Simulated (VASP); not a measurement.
# K (Pm-3m) in VASP: further runs

Runs on K. Level: PBE+D3(BJ). Tasks: single point, relaxation of cell and atoms.

Everything below comes from runs of VASP 6.6.1. Logs are shortened: lines on timing, memory, paths and dates and some standing lists are left out, and cuts for length are marked.

### Step 1. The cell of the first run

Symmetry: Pm-3m, No. 221, cubic system. The conventional cell has a = 4.179 Å, b = 4.179 Å, c = 4.179 Å, α = 90.00°, β = 90.00°, γ = 90.00°. K (site symmetry m-3m) has 6 K at 4.18 Å within 5.5 Å.

This isn't the form of K at room conditions, which is bcc.

### Step 2. Single point, PBE+D3(BJ)

INCAR

```
PREC     = Accurate       # precision mode
ENCUT    = 520            # plane-wave cutoff, eV
EDIFF    = 1E-6           # SCF threshold, eV
ISMEAR   = 0              # smearing method
SIGMA    = 0.1            # smearing width, eV
LREAL    = False          # projectors in reciprocal space
LASPH    = True           # aspherical terms in the spheres
NELM     = 60             # most SCF steps
ALGO     = Fast           # electronic algorithm
ISIF     = 2              # what is computed and relaxed
LWAVE    = False          # write WAVECAR
LCHARG   = False          # write CHGCAR
GGA      = PE             # functional
IVDW     = 12             # dispersion correction
NBANDS   = 10             # bands
```

KPOINTS

```
regular mesh
0
Gamma
  10 10 10
```

POSCAR

```
K
1.0
    4.1788053795      0.0000000000      0.0000000000
    0.0000000000      4.1788053795      0.0000000000
    0.0000000000      0.0000000000      4.1788053795
K
1
Direct
    0.0000000000      0.0000000000      0.0000000000
```

Potentials or basis: VASP PAW PBE potentials, release 64 (K_sv).

Run with:

```console
cat potpaw_PBE.64/K_sv/POTCAR > POTCAR
mpirun -np 1 vasp_std > vasp.out
```

OUTCAR:

```text
PREC = Accurate
   ENCUT = 520
   EDIFF = 1E-6
   ISMEAR = 0
   LREAL = False
   LASPH = True
   NELM = 60
   ISIF = 2
   GGA = PE
   IVDW = 12
 IVDW          = 12

 ion  position               nearest neighbor table
   1  0.000  0.000  0.000-

  LATTYP: Found a simple cubic cell.
 ALAT       =     4.1788053795

  Lattice vectors:

 A1 = (   4.1788053795,   0.0000000000,   0.0000000000)
 A2 = (   0.0000000000,   4.1788053795,   0.0000000000)
 A3 = (   0.0000000000,   0.0000000000,   4.1788053795)

Analysis of symmetry for initial positions (statically):
=====================================================================
 Subroutine PRICEL returns:
 Original cell was already a primitive cell.

 Routine SETGRP: Setting up the symmetry group for a
 simple cubic supercell.

 Subroutine GETGRP returns: Found 48 space group operations
 (whereof 48 operations were pure point group operations)
 out of a pool of 48 trial point group operations.

The static configuration has the point symmetry O_h .

Analysis of symmetry for dynamics (positions and initial velocities):
=====================================================================
 Subroutine PRICEL returns:
 Original cell was already a primitive cell.

 Routine SETGRP: Setting up the symmetry group for a
 simple cubic supercell.

 Subroutine GETGRP returns: Found 48 space group operations
 (whereof 48 operations were pure point group operations)
 out of a pool of 48 trial point group operations.

The dynamic configuration has the point symmetry O_h .

 Subroutine INISYM returns: Found 48 space group operations
 (whereof 48 operations are pure point group operations),
 and found     1 'primitive' translations

----------------------------------------------------------------------------------------

                                     Primitive cell

  volume of cell :      72.9720

  direct lattice vectors                    reciprocal lattice vectors
     4.178805379  0.000000000  0.000000000     0.239302841  0.000000000  0.000000000
     0.000000000  4.178805379  0.000000000     0.000000000  0.239302841  0.000000000
     0.000000000  0.000000000  4.178805379     0.000000000  0.000000000  0.239302841

  length of vectors
     4.178805379  4.178805379  4.178805379     0.239302841  0.239302841  0.239302841

  position of ions in fractional coordinates (direct lattice)
     0.000000000  0.000000000  0.000000000
[... 81 lines left out ...]
   NFREE  =      0    steps in history (QN), initial steepest desc. (CG)
   ISIF   =      2    stress and relaxation
   ISYM   =      2    0-nonsym 1-usesym 2-fastsym
   POTIM  = 0.5000    time-step for ionic-motion
   TEBEG  =    0.0;   TEEND  =   0.0 temperature during run
   PSTRESS=    0.0 pullay stress
   NELECT =       9.0000    total number of electrons
   NUPDOWN=      -1.0000    fix difference up-down
   EMIN   =  10.00;   EMAX   =-10.00  energy-range for DOS
   EFERMI =   0.00;   METHOD = LEGACY
   ISMEAR =     0;   SIGMA  =   0.10  broadening in eV -4-tet -1-fermi 0-gaus
   EFERMI_NEDOS =   21; number of points for ismear=-14 and -15
   IALGO  =     68    algorithm
   IMIX   =      4    mixing-type and parameters
     AMIX     =   0.40;   BMIX     =  1.00
     AMIX_MAG =   1.60;   BMIX_MAG =  1.00
  volume/ion in A,a.u.               =      72.97       492.44
  Fermi-wavevector in a.u.,A,eV,Ry     =   0.814899  1.539935  9.035079  0.664060
  Thomas-Fermi vector in A             =   1.924889
   LORBIT       =      0    0 simple, 1 ext, 2 COOP (PROOUT), +10 PAW based schemes
   GGA     = PE    functional components
   LHFCALC =     F    Hartree Fock is set to
   AEXX    =    0.0000 exact exchange contribution
   IVDW    =    12    specifies the selected vdW correction
   LEPSILON=     F    determine dielectric tensor
   LRPA    =     F    only Hartree local field effects (RPA)
 non-spin polarized calculation
 RMM-DIIS sequential band-by-band and
 Gauss-broadening in eV      SIGMA  =   0.10
  energy-cutoff  :      520.00
  volume of cell :       72.97
 maximum number of plane-waves:      1988
 NGX is ok and might be reduce to    32
   NGX = 15   NGY = 15   NGZ = 15

 number of electron       8.9999998 magnetization

 Free energy of the ion-electron system (eV)
  ---------------------------------------------------
  ext. energy  EPLUGINS =         0.00000000
  ---------------------------------------------------
  free energy    TOTEN  =        -0.94004185 eV

  energy without entropy =       -0.93577700  energy(sigma->0) =       -0.93790942

 E-fermi :  -0.0251     XC(G=0):  -5.6621

 val. band max:       -0.0784912491   @ k =   0.4000   0.2000   0.2000
 cond. band min:      -0.0083907937   @ k =   0.4000   0.3000   0.0000
 fundamental gap:      0.0701004554
 Fermi energy:        -0.0250980749

 k-point     1 :       0.0000    0.0000    0.0000
  band No.  band energies     occupation
      1     -32.3839      2.00000
      2     -15.8150      2.00000
      3     -15.8150      2.00000
      4     -15.8150      2.00000
      5      -2.2465      2.00000
      6       2.8308      0.00000
      7       2.8308      0.00000
      8       6.2741      0.00000
      9       6.2864      0.00000
     10       6.3192      0.00000
[... 287 lines left out ...]
 k-point    24 :       0.3000    0.1000    0.1000
  band No.  band energies     occupation
      1     -32.3787      2.00000
      2     -15.8868      2.00000
      3     -15.8188      2.00000
      4     -15.8179      2.00000
      5      -1.1963      2.00000
      6       1.8424      0.00000
      7       3.1578      0.00000
      8       4.6269      0.00000
      9       4.7559      0.00000
     10       5.9002      0.00000

 [... further k-points ...]

------------------------ aborting loop because EDIFF is reached ----------------------------------------

 Edisp (eV)   -0.11024

 E8    (eV) :    -0.0585

  FORCE on cell =-STRESS in cart. coord.  units (eV):
  Direction    XX          YY          ZZ          XY          YZ          ZX
  --------------------------------------------------------------------------------------
  -------------------------------------------------------------------------------------
  Total      -0.00563    -0.00563    -0.00563    -0.00000    -0.00000     0.00000
  in kB      -0.12355    -0.12355    -0.12355    -0.00000    -0.00000     0.00000
  external pressure =       -0.12 kB  Pullay stress =        0.00 kB

 VOLUME and BASIS-vectors are now :
 -----------------------------------------------------------------------------
  energy-cutoff  :      520.00
  volume of cell :       72.97
      direct lattice vectors                 reciprocal lattice vectors
     4.178805379  0.000000000  0.000000000     0.239302841  0.000000000  0.000000000
     0.000000000  4.178805379  0.000000000     0.000000000  0.239302841  0.000000000
     0.000000000  0.000000000  4.178805379     0.000000000  0.000000000  0.239302841

 POSITION                                       TOTAL-FORCE (eV/Angst)
 -----------------------------------------------------------------------------------
      0.00000      0.00000      0.00000         0.000000      0.000000      0.000000
 -----------------------------------------------------------------------------------
    total drift:                               -0.000000      0.000000      0.000000

  FREE ENERGIE OF THE ION-ELECTRON SYSTEM (eV)
  ---------------------------------------------------
  free  energy   TOTEN  =        -1.0502850781 eV

  energy  without entropy=       -1.0460202292  energy(sigma->0) =       -1.04815265
```

OSZICAR:

```text
N       E                     dE             d eps       ncg     rms          rms(c)
DAV:   1     0.475359478382E+02    0.47536E+02   -0.35366E+03  1120   0.684E+02
DAV:   2     0.752536927842E+00   -0.46783E+02   -0.46101E+02  1214   0.192E+02
DAV:   3    -0.870386992953E+00   -0.16229E+01   -0.16188E+01  1744   0.292E+01
DAV:   4    -0.938318727531E+00   -0.67932E-01   -0.67867E-01  1520   0.462E+00
DAV:   5    -0.941956804886E+00   -0.36381E-02   -0.36374E-02  1750   0.642E-01    0.198E+00
RMM:   6    -0.940674187395E+00    0.12826E-02   -0.15431E-03  1461   0.270E-01    0.126E+00
RMM:   7    -0.939943810279E+00    0.73038E-03   -0.35418E-03  1539   0.381E-01    0.910E-02
RMM:   8    -0.940014947877E+00   -0.71138E-04   -0.65461E-04  1693   0.212E-01    0.288E-02
RMM:   9    -0.940039239585E+00   -0.24292E-04   -0.12627E-04  1788   0.710E-02    0.142E-02
RMM:  10    -0.940039821422E+00   -0.58184E-06   -0.46383E-05  1796   0.448E-02    0.800E-03
RMM:  11    -0.940040978697E+00   -0.11573E-05   -0.93801E-06  1708   0.179E-02    0.731E-03
RMM:  12    -0.940041846337E+00   -0.86764E-06   -0.33577E-06  1492   0.105E-02
   1 F= -.10502851E+01 E0= -.10481527E+01  d E =-.426485E-02
```

Run time: 21 s. Hardware: 1 thread of Intel Xeon Platinum 8259CL at 2.50GHz (Skylake/Cascade Lake), shared host; peak memory 0.2 GiB.

What came out:

| Property | Result |
| --- | --- |
| Free energy | -1.0503 eV |
| Pressure | 0.0 GPa |
| Band gap on the k mesh | zero (an odd number of electrons rules out a gap without spin polarisation) |
| Dispersion energy per atom | -0.110 eV |

Levels at points of the mesh, in eV from the Fermi level:
```csv
k point,band 1,band 2,band 3,band 4,band 5,band 6,band 7,band 8,band 9
"(0.00, 0.00, 0.00)",-32.36,-15.79,-15.79,-15.79,-2.22,2.86,2.86,6.30,6.31
"(0.50, 0.00, 0.00)",-32.35,-15.90,-15.78,-15.78,-0.07,0.13,3.49,4.71,4.71
"(0.50, 0.50, 0.00)",-32.35,-15.89,-15.89,-15.77,1.02,2.16,2.26,2.26,5.16
"(0.50, 0.50, 0.50)",-32.34,-15.87,-15.87,-15.87,2.23,2.23,2.23,4.33,4.59
```

### Step 3. Relaxation of cell and atoms, PBE+D3(BJ)

This run uses another cell than the first one, of 80.09 Å³/atom.

INCAR

```
ALGO     = Fast           # electronic algorithm
EDIFF    = 1E-7           # SCF threshold, eV
EDIFFG   = -0.005         # ionic threshold
ENCUT    = 600            # plane-wave cutoff, eV
GGA      = PE             # functional
IBRION   = 2              # ionic algorithm
ISIF     = 3              # what is computed and relaxed
ISMEAR   = 0              # smearing method
IVDW     = 12             # dispersion correction
LASPH    = True           # aspherical terms in the spheres
LCHARG   = False          # write CHGCAR
LREAL    = False          # projectors in reciprocal space
LWAVE    = False          # write WAVECAR
NELM     = 100            # most SCF steps
NSW      = 70             # ionic steps
PREC     = Accurate       # precision mode
SIGMA    = 0.1            # smearing width, eV
```

KPOINTS

```
k-points
0
Gamma
  10 10 10
```

POSCAR

```
K
1.0
    4.3104394900      0.0000000000      0.0000000000
    0.0000000000      4.3104394900      0.0000000000
    0.0000000000      0.0000000000      4.3104394900
K
1
Direct
    0.0000000000      0.0000000000      0.0000000000
```

Potentials or basis: VASP PAW PBE potentials, release 64 (K_sv).

Run with:

```console
cat potpaw_PBE.64/K_sv/POTCAR > POTCAR
mpirun -np 1 vasp_std > vasp.out
```

OUTCAR:

```text
EDIFF = 1E-7
   EDIFFG = -0.005
   ENCUT = 600
   GGA = PE
   IBRION = 2
   ISIF = 3
   ISMEAR = 0
   IVDW = 12
   LASPH = True
   LREAL = False
   NELM = 100
   NSW = 70
   PREC = Accurate
 IVDW          = 12

 ion  position               nearest neighbor table
   1  0.000  0.000  0.000-

  LATTYP: Found a simple cubic cell.
 ALAT       =     4.3104394900

  Lattice vectors:

 A1 = (   4.3104394900,   0.0000000000,   0.0000000000)
 A2 = (   0.0000000000,   4.3104394900,   0.0000000000)
 A3 = (   0.0000000000,   0.0000000000,   4.3104394900)

Analysis of symmetry for initial positions (statically):
=====================================================================
 Subroutine PRICEL returns:
 Original cell was already a primitive cell.

 Routine SETGRP: Setting up the symmetry group for a
 simple cubic supercell.

 Subroutine GETGRP returns: Found 48 space group operations
 (whereof 48 operations were pure point group operations)
 out of a pool of 48 trial point group operations.

The static configuration has the point symmetry O_h .

Analysis of symmetry for dynamics (positions and initial velocities):
=====================================================================
 Subroutine PRICEL returns:
 Original cell was already a primitive cell.

[... 146 lines left out ...]
--------------------------------------- Ionic step        1  -------------------------------------------

 number of electron       9.0000001 magnetization

 Free energy of the ion-electron system (eV)
  ---------------------------------------------------
  ext. energy  EPLUGINS =         0.00000000
  ---------------------------------------------------
  free energy    TOTEN  =        -0.94508749 eV

  energy without entropy =       -0.94072188  energy(sigma->0) =       -0.94290469

------------------------ aborting loop because EDIFF is reached ----------------------------------------

 Edisp (eV)   -0.09924

 E8    (eV) :    -0.0525
[... 108 lines left out ...]
--------------------------------------- Ionic step        4  -------------------------------------------

 number of electron       9.0000000 magnetization

 Free energy of the ion-electron system (eV)
  ---------------------------------------------------
  ext. energy  EPLUGINS =         0.00000000
  ---------------------------------------------------
  free energy    TOTEN  =        -0.93996110 eV

  energy without entropy =       -0.93569887  energy(sigma->0) =       -0.93782999

 E-fermi :  -0.0202     XC(G=0):  -5.6680

 val. band max:       -0.0737594851   @ k =   0.4000   0.2000   0.2000
 cond. band min:      -0.0036912515   @ k =   0.4000   0.3000   0.0000
 fundamental gap:      0.0700682336
 Fermi energy:        -0.0202183192

 k-point     1 :       0.0000    0.0000    0.0000
  band No.  band energies     occupation
      1     -32.3773      2.00000
      2     -15.8086      2.00000
      3     -15.8086      2.00000
      4     -15.8086      2.00000
      5      -2.2449      2.00000
      6       2.8358      0.00000
      7       2.8358      0.00000
      8       6.2924      0.00000
[... 243 lines left out ...]
 k-point    24 :       0.3000    0.1000    0.1000
  band No.  band energies     occupation
      1     -32.3721      2.00000
      2     -15.8809      2.00000
      3     -15.8124      2.00000
      4     -15.8114      2.00000
      5      -1.1929      2.00000
      6       1.8491      0.00000
      7       3.1638      0.00000
      8       4.6363      0.00000

 [... further k-points ...]

------------------------ aborting loop because EDIFF is reached ----------------------------------------

 Edisp (eV)   -0.11053

 E8    (eV) :    -0.0586
[... 24 lines left out ...]
  FREE ENERGIE OF THE ION-ELECTRON SYSTEM (eV)
  ---------------------------------------------------
  free  energy   TOTEN  =        -1.0504872964 eV

  energy  without entropy=       -1.0462250682  energy(sigma->0) =       -1.04835618

 reached required accuracy - stopping structural energy minimisation
```

OSZICAR:

```text
N       E                     dE             d eps       ncg     rms          rms(c)
DAV:   1     0.512439166312E+02    0.51244E+02   -0.38775E+03   896   0.945E+02
[... 67 lines left out ...]
RMM:  12    -0.939968374597E+00    0.25629E-05   -0.18710E-06  1024   0.115E-02    0.545E-02
RMM:  13    -0.939964048899E+00    0.43257E-05   -0.23977E-06  1068   0.158E-02    0.418E-02
RMM:  14    -0.939960205961E+00    0.38429E-05   -0.86864E-06  1150   0.262E-02    0.177E-02
RMM:  15    -0.939960111210E+00    0.94750E-07   -0.23058E-06  1062   0.130E-02    0.891E-03
RMM:  16    -0.939960696310E+00   -0.58510E-06   -0.98035E-07  1055   0.902E-03    0.309E-03
RMM:  17    -0.939961005237E+00   -0.30893E-06   -0.50469E-07   905   0.573E-03    0.415E-04
RMM:  18    -0.939961102337E+00   -0.97101E-07   -0.18145E-07   699   0.329E-03
   4 F= -.10504873E+01 E0= -.10483562E+01  d E =-.616473E-02
```

Run time: 2.5 min. Hardware: 1 thread of Intel Xeon Platinum 8259CL at 2.50GHz (Skylake/Cascade Lake), shared host; peak memory 0.24 GiB.

What came out:

```
Free energy                           : -1.0505 eV
Relaxed volume                        : 72.81 Å³/atom
Relaxed cell                          : a = 4.176 Å, b = 4.176 Å, c = 4.176 Å, α = 90.00°, β = 90.00°, γ = 90.00°
Space group after relaxing (to 0.1 Å) : Pm-3m (No. 221)
Energy gained by relaxing             : 6.2 meV/atom
Ionic steps                           : 4
Pressure after relaxing               : 0.0 GPa
Band gap on the k mesh                : zero (an odd number of electrons rules out a gap without spin polarisation)
Dispersion energy per atom            : -0.111 eV
```

Step by step:
```
step  energy change (eV)  largest force (eV/Å)  pressure (GPa)  volume (Å³)
   1              0.0000                0.0000           -0.26        80.09
   2             -0.0022                0.0000           -0.21        78.61
   3             -0.0059                0.0000           -0.06        74.30
   4             -0.0062                0.0000            0.00        72.81
```

Final structure:
```yaml
crystal:
  lattice:
    - [4.17562, 0.00000, 0.00000]
    - [0.00000, 4.17562, 0.00000]
    - [0.00000, 0.00000, 4.17562]
  atoms:
    - { symbol: K, position: [0.00000, 0.00000, 0.00000] }
```

Levels at points of the mesh, in eV from the Fermi level:
```csv
k point,band 1,band 2,band 3,band 4,band 5,band 6,band 7,band 8
"(0.00, 0.00, 0.00)",-32.36,-15.79,-15.79,-15.79,-2.22,2.86,2.86,6.31
"(0.50, 0.00, 0.00)",-32.35,-15.90,-15.78,-15.78,-0.07,0.13,3.49,4.71
"(0.50, 0.50, 0.00)",-32.34,-15.89,-15.89,-15.77,1.02,2.16,2.27,2.27
"(0.50, 0.50, 0.50)",-32.34,-15.87,-15.87,-15.87,2.23,2.23,2.23,4.34
```
